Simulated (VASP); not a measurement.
# Be4Os in VASP: a series of runs

Be4Os is run at these levels: PBE; tasks: single point.

Everything below comes from runs of VASP 6.6.1. Logs are shortened: lines on timing, memory, paths and dates and some standing lists are left out, and cuts for length are marked.

## (1) The cell of the first run

Symmetry: I4/mmm, No. 139, tetragonal system. Conventional cell: a = 5.044 Å, b = 5.044 Å, c = 3.655 Å, α = 90.00°, β = 90.00°, γ = 90.00°. Be (site symmetry m2m) has 7 Be at 1.99 to 2.31 Å and 2 Os at 2.38 Å within 2.6 Å. Within 3.1 Å of Os (site symmetry 4/mmm) lie 16 Be at 2.38 to 2.71 Å.

## (2) Single point, PBE

The input, INCAR:

```
SYSTEM = Be4Os
PREC = Accurate ; ENCUT = 520
EDIFF = 1E-6 ; ISMEAR = 0
SIGMA = 0.1 ; LREAL = .False.
LASPH = .True. ; NELM = 100
ALGO = Normal ; ISIF = 2
LWAVE = .False. ; LCHARG = .False.
GGA = PE ; NBANDS = 16
```

The input, KPOINTS:

```
regular mesh
0
Gamma
  6 6 6
  0 0 0
```

The input, POSCAR:

```
Be4Os
1.0
   -2.5221860070      2.5221860070      1.8274201157
    2.5221860070     -2.5221860070      1.8274201157
    2.5221860070      2.5221860070     -1.8274201157
Be Os
4 1
Direct
    0.1969614529      0.5000000000      0.6969614529
    0.5000000000      0.1969614529      0.6969614529
    0.5000000000      0.8030385471      0.3030385471
    0.8030385471      0.5000000000      0.3030385471
    0.0000000000      0.0000000000      0.0000000000
```

Potentials or basis: VASP PAW PBE potentials, release 64 (Be, Os).

The run is started by

```bash
cat potpaw_PBE.64/Be/POTCAR potpaw_PBE.64/Os/POTCAR > POTCAR
mpirun -np 1 vasp_std > vasp.out
```

OUTCAR:

```text
SYSTEM = Be4Os
   PREC = Accurate
   ENCUT = 520
   EDIFF = 1E-6
   ISMEAR = 0
   LREAL = .False.
   LASPH = .True.
   NELM = 100
   ISIF = 2
   GGA = PE

 ion  position               nearest neighbor table
   1  0.197  0.500  0.697-   4 1.99   2 2.16   3 2.16   3 2.31   2 2.31   2 2.31   3 2.31   5 2.38
                             5 2.38   5 2.71   5 2.71
   2  0.500  0.197  0.697-   3 1.99   1 2.16   4 2.16   1 2.31   4 2.31   1 2.31   4 2.31   5 2.38
                             5 2.38   5 2.71   5 2.71
   3  0.500  0.803  0.303-   2 1.99   4 2.16   1 2.16   1 2.31   4 2.31   1 2.31   4 2.31   5 2.38
                             5 2.38   5 2.71   5 2.71
   4  0.803  0.500  0.303-   1 1.99   3 2.16   2 2.16   2 2.31   3 2.31   2 2.31   3 2.31   5 2.38
                             5 2.38   5 2.71   5 2.71
   5  0.000  0.000  0.000-   4 2.38   3 2.38   1 2.38   2 2.38   4 2.38   3 2.38   1 2.38   2 2.38
                             1 2.71   1 2.71   4 2.71   2 2.71   2 2.71   3 2.71   3 2.71   4 2.71

  LATTYP: Found a body centered tetragonal cell.
 ALAT       =     5.0443720140
 C/A-ratio  =     0.7245382024

  Lattice vectors:

 A1 = (  -2.5221860070,   2.5221860070,   1.8274201157)
 A2 = (   2.5221860070,  -2.5221860070,   1.8274201157)
 A3 = (   2.5221860070,   2.5221860070,  -1.8274201157)

Analysis of symmetry for initial positions (statically):
=====================================================================
 Subroutine PRICEL returns:
 Original cell was already a primitive cell.

 Routine SETGRP: Setting up the symmetry group for a
 body centered tetragonal supercell.

 Subroutine GETGRP returns: Found 16 space group operations
 (whereof 16 operations were pure point group operations)
 out of a pool of 16 trial point group operations.

The static configuration has the point symmetry D_4h.

Analysis of symmetry for dynamics (positions and initial velocities):
=====================================================================
 Subroutine PRICEL returns:
 Original cell was already a primitive cell.

 Routine SETGRP: Setting up the symmetry group for a
 body centered tetragonal supercell.

 Subroutine GETGRP returns: Found 16 space group operations
 (whereof 16 operations were pure point group operations)
 out of a pool of 16 trial point group operations.

The dynamic configuration has the point symmetry D_4h.

 Subroutine INISYM returns: Found 16 space group operations
 (whereof 16 operations are pure point group operations),
 and found     1 'primitive' translations

----------------------------------------------------------------------------------------
[... 101 lines left out ...]
   EDIFFG = 0.1E-04   stopping-criterion for IOM
   NSW    =      0    number of steps for IOM
   IBRION =     -1    ionic relax: 0-MD 1-quasi-New 2-CG
   NFREE  =      0    steps in history (QN), initial steepest desc. (CG)
   ISIF   =      2    stress and relaxation
   ISYM   =      2    0-nonsym 1-usesym 2-fastsym
   POTIM  = 0.5000    time-step for ionic-motion
   TEBEG  =    0.0;   TEEND  =   0.0 temperature during run
   PSTRESS=    0.0 pullay stress
   NELECT =      16.0000    total number of electrons
   NUPDOWN=      -1.0000    fix difference up-down
   EMIN   =  10.00;   EMAX   =-10.00  energy-range for DOS
   EFERMI =   0.00;   METHOD = LEGACY
   ISMEAR =     0;   SIGMA  =   0.10  broadening in eV -4-tet -1-fermi 0-gaus
   EFERMI_NEDOS =   21; number of points for ismear=-14 and -15
   IALGO  =     38    algorithm
   IMIX   =      4    mixing-type and parameters
     AMIX     =   0.40;   BMIX     =  1.00
     AMIX_MAG =   1.60;   BMIX_MAG =  1.00
  volume/ion in A,a.u.               =       9.30        62.76
  Fermi-wavevector in a.u.,A,eV,Ry     =   1.147177  2.167851 17.905488  1.316016
  Thomas-Fermi vector in A             =   2.283859
   LORBIT       =      0    0 simple, 1 ext, 2 COOP (PROOUT), +10 PAW based schemes
   GGA     = PE    functional components
   LHFCALC =     F    Hartree Fock is set to
   AEXX    =    0.0000 exact exchange contribution
   IVDW    =     0    specifies the selected vdW correction
   LEPSILON=     F    determine dielectric tensor
   LRPA    =     F    only Hartree local field effects (RPA)
 non-spin polarized calculation
 Gauss-broadening in eV      SIGMA  =   0.10
  energy-cutoff  :      520.00
  volume of cell :       46.50
 maximum number of plane-waves:      1275
 NGX is ok and might be reduce to    30
   NGX = 15   NGY = 15   NGZ = 15

 number of electron      16.0000002 magnetization

 Free energy of the ion-electron system (eV)
  ---------------------------------------------------
  ext. energy  EPLUGINS =         0.00000000
  ---------------------------------------------------
  free energy    TOTEN  =       -26.36285288 eV

  energy without entropy =      -26.34853618  energy(sigma->0) =      -26.35569453

 E-fermi :   7.1434     XC(G=0): -11.5634

 val. band max:        7.1291172480   @ k =  -0.3333   0.5000   0.3333
 cond. band min:       7.1902759253   @ k =   0.3333   0.0000  -0.0000
 fundamental gap:      0.0611586773
 Fermi energy:         7.1434059878

 k-point     1 :       0.0000    0.0000    0.0000
  band No.  band energies     occupation
      1      -3.5587      2.00000
      2       1.6919      2.00000
      3       2.2092      2.00000
      4       3.9905      2.00000
      5       3.9905      2.00000
      6       5.0820      2.00000
[... 433 lines left out ...]
      3       2.2190      2.00000
      4       2.4355      2.00000
      5       3.8974      2.00000
      6       4.3032      2.00000
[... 8 lines left out ...]
     15      16.9393      0.00000
     16      18.1842      0.00000

 [... further k-points ...]
[... 5 lines left out ...]
  --------------------------------------------------------------------------------------
  -------------------------------------------------------------------------------------
  Total        0.0020610      0.0020610      0.0303030      0.0000000      0.0000000      0.0000000
  in kB        0.0710142      0.0710142      1.0441039      0.0000000      0.0000000      0.0000000
  external PRESSURE =       0.3953774 kB  Pullay stress =       0.0000000 kB

 VOLUME and BASIS-vectors are now :
 -----------------------------------------------------------------------------
  energy-cutoff  :      520.00
  volume of cell :       46.50
      direct lattice vectors                 reciprocal lattice vectors
    -2.522186007  2.522186007  1.827420116     0.000000000  0.198240732  0.273609771
     2.522186007 -2.522186007  1.827420116     0.198240732  0.000000000  0.273609771
     2.522186007  2.522186007 -1.827420116     0.198240732  0.198240732  0.000000000

 POSITION                                       TOTAL-FORCE (eV/Angst)
 -----------------------------------------------------------------------------------
      2.52219      0.99355      0.00000        -0.000000      0.007792      0.000000
      0.99355      2.52219      0.00000         0.007792      0.000000      0.000000
      1.52864      0.00000      1.82742        -0.007792      0.000000      0.000000
      0.00000      1.52864      1.82742         0.000000     -0.007792      0.000000
      0.00000      0.00000      0.00000        -0.000000      0.000000     -0.000000
 -----------------------------------------------------------------------------------
    total drift:                               -0.000000     -0.000000     -0.000000

  FREE ENERGIE OF THE ION-ELECTRON SYSTEM (eV)
  ---------------------------------------------------
  free  energy   TOTEN  =       -26.3628528792 eV

  energy  without entropy=      -26.3485361770  energy(sigma->0) =      -26.35569453
```

OSZICAR:

```text
N       E                     dE             d eps       ncg     rms          rms(c)
DAV:   1     0.418360010827E+02    0.41836E+02   -0.66640E+03   976   0.881E+02
DAV:   2    -0.256784870719E+02   -0.67514E+02   -0.58015E+02  1136   0.210E+02
DAV:   3    -0.289077674804E+02   -0.32293E+01   -0.29053E+01  1344   0.366E+01
DAV:   4    -0.289512480046E+02   -0.43481E-01   -0.43405E-01  1128   0.450E+00
DAV:   5    -0.289517156141E+02   -0.46761E-03   -0.46748E-03  1336   0.413E-01    0.191E+01
DAV:   6    -0.271288602471E+02    0.18229E+01   -0.99997E+00  1432   0.276E+01    0.435E+00
DAV:   7    -0.263968649593E+02    0.73200E+00   -0.24495E+00  1416   0.146E+01    0.363E+00
DAV:   8    -0.263688804562E+02    0.27985E-01   -0.92075E-02  1040   0.200E+00    0.112E+00
DAV:   9    -0.263628261241E+02    0.60543E-02   -0.13036E-02  1496   0.102E+00    0.943E-02
DAV:  10    -0.263628601689E+02   -0.34045E-04   -0.99653E-04  1088   0.216E-01    0.382E-02
DAV:  11    -0.263628546075E+02    0.55613E-05   -0.27442E-05  1408   0.362E-02    0.164E-02
DAV:  12    -0.263628526253E+02    0.19822E-05   -0.10706E-05  1096   0.204E-02    0.489E-03
DAV:  13    -0.263628528792E+02   -0.25388E-06   -0.53332E-07   696   0.783E-03
   1 F= -.26362853E+02 E0= -.26355695E+02  d E =-.143167E-01
```

Run time: 23 s. Hardware: 1 thread of AMD EPYC 9R45 (Zen 5), shared host; peak memory 0.15 GiB.

Results:

- Free energy: -26.3629 eV
- Pressure: 0.0 GPa
- Largest force: 0.008 eV/Å
- Band gap on the k mesh: zero (band 8 reaches 8.63 eV, above the bottom of band 9 at 6.10 eV)

Forces in eV/Å, atoms in the order of the input:
```
Be   0.000  0.008  0.000
Be   0.008  0.000  0.000
Be  -0.008  0.000  0.000
Be   0.000 -0.008  0.000
Os   0.000  0.000  0.000
```

Caveat: spin-orbit coupling is left out, which moves the levels of the heavy elements.

[end of part 1 of 2]
